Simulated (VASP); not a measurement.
# Sb (P6_3/mmc) in VASP: relaxation of cell and atoms with PBE+D3(BJ)

Aim: the relaxation of cell and atoms of Sb with PBE+D3(BJ).

All numbers are computed with VASP 6.6.1; they aren't measurements. Logs are shortened: lines on timing, memory, paths and dates and some standing lists are left out, and cuts for length are marked.

## 1. The cell of the first run

The structure is hexagonal, space group P6_3/mmc (No. 194). The conventional cell has a = 3.315 Å, b = 3.315 Å, c = 5.491 Å, α = 90.00°, β = 90.00°, γ = 120.00°. Sb (site symmetry -6m2) has 12 Sb at 3.31 to 3.35 Å within 4.4 Å.

This isn't the form of Sb at room conditions, which is rhombohedral.

## 2. Relaxation of cell and atoms, PBE+D3(BJ)

Input file INCAR:

```
SYSTEM = Sb
ALGO = Normal
EDIFF = 1E-7
EDIFFG = -0.015
ENCUT = 500
GGA = PE
GGA_COMPAT = .FALSE.
IBRION = 2
ISIF = 3
ISMEAR = 0
IVDW = 12
LASPH = .TRUE.
LCHARG = .FALSE.
LREAL = .FALSE.
LWAVE = .FALSE.
NELM = 120
NELMIN = 4
NSW = 80
PREC = Accurate
SIGMA = 0.1
```

Input file KPOINTS:

```
k-points
0
G
  16 8 10
  0 0 0
```

Input file POSCAR:

```
Sb
1.0
    1.6574437026      2.8707767037      0.0000000000
    0.0000000000      0.0000000000      5.4911325160
    4.9723311080     -2.8707767037      0.0000000000
Sb
4
Direct
    0.5000000000      0.2500000000      0.8333333333
    0.0000000000      0.2500000000      0.3333333333
    0.5000000000      0.7500000000      0.1666666667
    1.0000000000      0.7500000000      0.6666666667
```

Potentials or basis: VASP PAW PBE potentials, release 64 (Sb).

Run with:

```bash
cat potpaw_PBE.64/Sb/POTCAR > POTCAR
mpirun -np 1 vasp_std > vasp.out
```

OUTCAR:

```text
SYSTEM = Sb
   EDIFF = 1E-7
   EDIFFG = -0.015
   ENCUT = 500
   GGA = PE
   IBRION = 2
   ISIF = 3
   ISMEAR = 0
   IVDW = 12
   LASPH = .TRUE.
   LREAL = .FALSE.
   NELM = 120
   NELMIN = 4
   NSW = 80
   PREC = Accurate
 IVDW          = 12

 ion  position               nearest neighbor table
   1  0.500  0.250  0.833-   2 3.31   2 3.31   2 3.31   2 3.31   4 3.35   4 3.35   4 3.35   4 3.35
                             3 3.35   3 3.35
   2  0.000  0.250  0.333-   1 3.31   1 3.31   1 3.31   1 3.31   3 3.35   3 3.35   3 3.35   3 3.35
                             4 3.35   4 3.35
   3  0.500  0.750  0.167-   4 3.31   4 3.31   4 3.31   4 3.31   2 3.35   2 3.35   2 3.35   2 3.35
                             1 3.35   1 3.35
   4  0.000  0.750  0.667-   3 3.31   3 3.31   3 3.31   3 3.31   1 3.35   1 3.35   1 3.35   1 3.35
                             2 3.35   2 3.35

  LATTYP: Found a simple orthorhombic cell.
 ALAT       =     3.3148874053
 B/A-ratio  =     1.6565064947
 C/A-ratio  =     1.7320508076

  Lattice vectors:

 A1 = (   1.6574437026,   2.8707767037,   0.0000000000)
 A2 = (   0.0000000000,   0.0000000000,   5.4911325160)
 A3 = (   4.9723311080,  -2.8707767037,   0.0000000000)

Analysis of symmetry for initial positions (statically):
=====================================================================
 Subroutine PRICEL returns following result:

  LATTYP: Found a hexagonal cell.
 ALAT       =     3.3148874053
 C/A-ratio  =     1.6565064947

  Lattice vectors:

 A1 = (   3.3148874053,   0.0000000000,   0.0000000000)
 A2 = (  -1.6574437027,   2.8707767037,   0.0000000000)
 A3 = (   0.0000000000,   0.0000000000,   5.4911325160)

   2 primitive cells build up your supercell.

 Routine SETGRP: Setting up the symmetry group for a
 simple orthorhombic supercell.

 Subroutine GETGRP returns: Found  8 space group operations
 (whereof  4 operations were pure point group operations)
 out of a pool of  8 trial point group operations.

The static configuration has the point symmetry C_2h.
 The point group associated with its full space group is D_2h.

Analysis of symmetry for dynamics (positions and initial velocities):
=====================================================================
 Subroutine PRICEL returns following result:

  LATTYP: Found a hexagonal cell.
 ALAT       =     3.3148874053
 C/A-ratio  =     1.6565064947

  Lattice vectors:

 A1 = (   3.3148874053,   0.0000000000,   0.0000000000)
 A2 = (  -1.6574437027,   2.8707767037,   0.0000000000)
 A3 = (   0.0000000000,   0.0000000000,   5.4911325160)

   2 primitive cells build up your supercell.

 Routine SETGRP: Setting up the symmetry group for a
 simple orthorhombic supercell.

 Subroutine GETGRP returns: Found  8 space group operations
 (whereof  4 operations were pure point group operations)
 out of a pool of  8 trial point group operations.

The dynamic configuration has the point symmetry C_2h.
 The point group associated with its full space group is D_2h.

 Subroutine INISYM returns: Found  8 space group operations
 (whereof  4 operations are pure point group operations),
 and found     2 'primitive' translations

----------------------------------------------------------------------------------------

                                     Primitive cell

  volume of cell :      52.2553

  direct lattice vectors                    reciprocal lattice vectors
     3.314887405  0.000000000  0.000000000     0.301669371  0.174168893  0.000000000
    -1.657443703  2.870776704  0.000000000     0.000000000  0.348337786  0.000000000
     0.000000000  0.000000000  5.491132516     0.000000000  0.000000000  0.182111795

  length of vectors
     3.314887405  3.314887405  5.491132516     0.348337786  0.348337786  0.182111795

  position of ions in fractional coordinates (direct lattice)
     0.333333333  0.666666667  0.250000000
     0.666666667  0.333333333  0.750000000

  ion indices of the primitive-cell ions
   primitive index   ion index
                 1           1
                 2           3

----------------------------------------------------------------------------------------

 KPOINTS: k-points

Automatic generation of k-mesh.
 Grid dimensions read from file:
 generate k-points for:   16    8   10

 Generating k-lattice:

  Cartesian coordinates                     Fractional coordinates (reciprocal lattice)
     0.009427168  0.016328334  0.000000000     0.062500000  0.000000000  0.000000000
     0.000000000  0.000000000  0.022763974     0.000000000  0.125000000  0.000000000
     0.015083469 -0.008708445  0.000000000     0.000000000  0.000000000  0.100000000

  Length of vectors
     0.018854336  0.022763974  0.017416889

  Shift w.r.t. Gamma in fractional coordinates (k-lattice)
     0.000000000  0.000000000  0.000000000

 Subroutine IBZKPT returns following result:
 ===========================================

 Found    270 irreducible k-points:

 Following reciprocal coordinates:
            Coordinates               Weight
  0.000000  0.000000  0.000000      1.000000
  0.062500  0.000000  0.000000      2.000000
  0.125000  0.000000  0.000000      2.000000
  0.187500  0.000000  0.000000      2.000000
  0.250000  0.000000  0.000000      2.000000
  0.312500  0.000000  0.000000      2.000000
[... 16 lines left out ...]
  0.250000  0.250000  0.000000      4.000000
  0.312500  0.250000  0.000000      4.000000
 [... further k-points ...]
   k-points           NKPTS =    270   k-points in BZ     NKDIM =    270   number of bands    NBANDS=     14
   number of dos      NEDOS =    301   number of ions     NIONS =      4
   total plane-waves  NPLWV =  40320
   dimension x,y,z NGX =    24 NGY =   40 NGZ =   42
   dimension x,y,z NGXF=    48 NGYF=   80 NGZF=   84
   ions per type =               4
   NGX,Y,Z   is equivalent  to a cutoff of  12.04, 12.11, 12.16 a.u.
   NGXF,Y,Z  is equivalent  to a cutoff of  24.07, 24.22, 24.32 a.u.
 SYSTEM =  Sb
   PREC   = accura    normal or accurate (medium, high low for compatibility)
   ISTART =      0    job   : 0-new  1-cont  2-samecut
   ICHARG =      2    charge: 1-file 2-atom 10-const
   ISPIN  =      1    spin polarized calculation?
   LNONCOLLINEAR =      F non collinear calculations
   LSORBIT =      F    spin-orbit coupling
   LASPH  =      T    aspherical Exc in radial PAW
   ENCUT  =  500.0 eV  36.75 Ry    6.06 a.u.   6.04 10.01 10.47*2*pi/ulx,y,z
   NELM   =    120;   NELMIN=  4; NELMDL= -5     # of ELM steps
   EDIFF  = 0.1E-06   stopping-criterion for ELM
   LREAL  =      F    real-space projection
   EDIFFG = -.1E-01   stopping-criterion for IOM
   NSW    =     80    number of steps for IOM
   IBRION =      2    ionic relax: 0-MD 1-quasi-New 2-CG
   NFREE  =      1    steps in history (QN), initial steepest desc. (CG)
   ISIF   =      3    stress and relaxation
   ISYM   =      2    0-nonsym 1-usesym 2-fastsym
   POTIM  = 0.5000    time-step for ionic-motion
   TEBEG  =    0.0;   TEEND  =   0.0 temperature during run
   PSTRESS=    0.0 pullay stress
   NELECT =      20.0000    total number of electrons
   NUPDOWN=      -1.0000    fix difference up-down
   EMIN   =  10.00;   EMAX   =-10.00  energy-range for DOS
   EFERMI =   0.00;   METHOD = LEGACY
   ISMEAR =     0;   SIGMA  =   0.10  broadening in eV -4-tet -1-fermi 0-gaus
   EFERMI_NEDOS =   21; number of points for ismear=-14 and -15
   IALGO  =     38    algorithm
   IMIX   =      4    mixing-type and parameters
     AMIX     =   0.40;   BMIX     =  1.00
     AMIX_MAG =   1.60;   BMIX_MAG =  1.00
  volume/ion in A,a.u.               =      26.13       176.32
  Fermi-wavevector in a.u.,A,eV,Ry     =   0.943405  1.782777 12.109359  0.890013
  Thomas-Fermi vector in A             =   2.071109
   LORBIT       =      0    0 simple, 1 ext, 2 COOP (PROOUT), +10 PAW based schemes
   GGA     = PE    functional components
   LHFCALC =     F    Hartree Fock is set to
   AEXX    =    0.0000 exact exchange contribution
   IVDW    =    12    specifies the selected vdW correction
   LEPSILON=     F    determine dielectric tensor
   LRPA    =     F    only Hartree local field effects (RPA)
 conjugate gradient relaxation of ions
 non-spin polarized calculation
 Gauss-broadening in eV      SIGMA  =   0.10
  energy-cutoff  :      500.00
  volume of cell :      104.51
 maximum number of plane-waves:      2684
   NGX = 13   NGY = 21   NGZ = 21

--------------------------------------- Ionic step        1  -------------------------------------------

 number of electron      19.9999997 magnetization

 Free energy of the ion-electron system (eV)
  ---------------------------------------------------
  ext. energy  EPLUGINS =         0.00000000
  ---------------------------------------------------
  free energy    TOTEN  =       -15.42375051 eV

  energy without entropy =      -15.41216172  energy(sigma->0) =      -15.41795612

------------------------ aborting loop because EDIFF is reached ----------------------------------------

 Edisp (eV)   -2.16218

 E8    (eV) :    -0.9977

  FORCE on cell =-STRESS in cart. coord.  units (eV):
  Direction    XX          YY          ZZ          XY          YZ          ZX
  --------------------------------------------------------------------------------------
  -------------------------------------------------------------------------------------
  Total      -0.00886    -0.00896    -0.26460    -0.00009     0.00000     0.00000
  in kB      -0.13583    -0.13736    -4.05643    -0.00133     0.00000     0.00000
  external pressure =       -1.44 kB  Pullay stress =        0.00 kB
[... 107 lines left out ...]
  energy  without entropy=      -17.5747702553  energy(sigma->0) =      -17.58058742

--------------------------------------- Ionic step        4  -------------------------------------------

 number of electron      19.9999997 magnetization

 Free energy of the ion-electron system (eV)
  ---------------------------------------------------
  ext. energy  EPLUGINS =         0.00000000
  ---------------------------------------------------
  free energy    TOTEN  =       -15.41929629 eV

  energy without entropy =      -15.40769957  energy(sigma->0) =      -15.41349793

 E-fermi :   9.0064     XC(G=0): -10.3737

 val. band max:        9.0058695396   @ k =   0.2500   0.2500   0.3000
 cond. band min:       9.0099228089   @ k =   0.2500   0.2500   0.5000
 fundamental gap:      0.0040532693
 Fermi energy:         9.0063584764

 k-point     1 :       0.0000    0.0000    0.0000
  band No.  band energies     occupation
      1      -4.2280      2.00000
      2      -0.4743      2.00000
      3      -0.3745      2.00000
      4       0.8411      2.00000
      5       2.9119      2.00000
      6       4.5071      2.00000
      7       5.7308      2.00000
      8       6.6063      2.00000
      9       8.7730      1.99903
     10       9.4138      0.00000
     11      12.7445      0.00000
     12      12.7884      0.00000
     13      12.7927      0.00000
     14      13.4568      0.00000
[... 375 lines left out ...]
 k-point    24 :       0.3125    0.2500    0.0000
  band No.  band energies     occupation
      1      -2.5930      2.00000
      2      -0.2928      2.00000
      3       0.8461      2.00000
      4       1.0571      2.00000
      5       4.6599      2.00000
      6       5.2559      2.00000
      7       5.4173      2.00000
      8       5.7292      2.00000
      9       6.9584      2.00000
     10       7.8170      2.00000
     11       8.4842      2.00000
     12       9.9299      0.00000
     13       9.9913      0.00000
     14      10.3058      0.00000

 [... further k-points ...]

------------------------ aborting loop because EDIFF is reached ----------------------------------------

 Edisp (eV)   -2.16721

 E8    (eV) :    -0.9999

  FORCE on cell =-STRESS in cart. coord.  units (eV):
  Direction    XX          YY          ZZ          XY          YZ          ZX
  --------------------------------------------------------------------------------------
  -------------------------------------------------------------------------------------
  Total      -0.01491    -0.00171    -0.00184     0.01144     0.00000    -0.00000
  in kB      -0.22913    -0.02622    -0.02834     0.17572     0.00000    -0.00000
  external pressure =       -0.09 kB  Pullay stress =        0.00 kB
[... 19 lines left out ...]
  FREE ENERGIE OF THE ION-ELECTRON SYSTEM (eV)
  ---------------------------------------------------
  free  energy   TOTEN  =       -17.5865048325 eV

  energy  without entropy=      -17.5749081052  energy(sigma->0) =      -17.58070647

 reached required accuracy - stopping structural energy minimisation
```

Wall time 4.2 min (1 thread of Intel Xeon 6975P-C (Granite Rapids), shared host); peak memory 0.44 GiB.

What came out:

```yaml
Free_energy: -17.5865 eV
Relaxed_volume: 26.07 Å³/atom
Relaxed_cell: a = 3.319 Å, b = 5.467 Å, c = 5.747 Å, α = 90.00°, β = 90.00°, γ = 90.00°
Space_group_after_relaxing_to_0.1_Å: P6_3/mmc (No. 194)
Energy_gained_by_relaxing: 0.1 meV/atom
Ionic_steps: 4
Pressure_after_relaxing: 0.0 GPa
Largest_force_after_relaxing: 0.005 eV/Å
Dispersion_energy_per_atom: -0.542 eV
```

Forces on the atoms (eV/Å):
```
Sb  -0.004  0.002  0.000
Sb  -0.004  0.002  0.000
Sb   0.004 -0.002  0.000
Sb   0.004 -0.002  0.000
```

Step by step:
| step | energy change (eV) | largest force (eV/Å) | pressure (GPa) | volume (Å³) |
| --- | --- | --- | --- | --- |
| 1 | 0.0000 | 0.0035 | -0.14 | 104.51 |
| 2 | -0.0005 | 0.0042 | 0.07 | 104.15 |
| 3 | -0.0005 | 0.0043 | 0.09 | 104.13 |
| 4 | -0.0006 | 0.0048 | -0.01 | 104.27 |

Final structure:
```
CELL_PARAMETERS angstrom
1.65926 2.87391 0.00000
0.00000 0.00000 5.46738
4.97678 -2.87335 0.00000
ATOMIC_POSITIONS crystal
Sb 0.50000 0.25000 0.83326
Sb 0.00000 0.25000 0.33326
Sb 0.50000 0.75000 0.16674
Sb 0.00000 0.75000 0.66674
```

Levels at points of the mesh, in eV from the Fermi level:
```csv
k point,band 6,band 7,band 8,band 9,band 10,band 11,band 12,band 13,band 14
"(0.00, 0.00, 0.00)",-4.50,-3.28,-2.40,-0.23,0.41,3.74,3.78,3.79,4.45
"(0.50, 0.00, 0.00)",-3.58,-3.51,-3.51,-2.76,-2.76,-0.61,-0.61,0.36,0.36
"(0.00, 0.50, 0.00)",-5.56,-0.97,-0.97,1.66,1.66,1.77,1.77,4.61,4.61
"(0.50, 0.50, 0.00)",-3.86,-3.86,-3.86,-1.92,-1.92,-1.92,-1.92,2.26,2.26
"(0.00, 0.00, 0.50)",-4.93,-1.90,-1.90,1.27,1.27,1.58,1.58,3.66,3.66
"(0.50, 0.00, 0.50)",-4.50,-3.28,-3.28,-2.40,-2.40,-0.24,-0.24,0.41,0.41
"(0.00, 0.50, 0.50)",-1.35,-1.35,-1.35,0.53,0.53,0.53,0.53,2.79,2.79
"(0.50, 0.50, 0.50)",-5.56,-5.56,-5.56,1.67,1.67,1.67,1.67,1.77,1.77
```

Caveat: the highest band is partly filled, so the run has too few bands; spin-orbit coupling is left out, which moves the levels of the heavy elements.
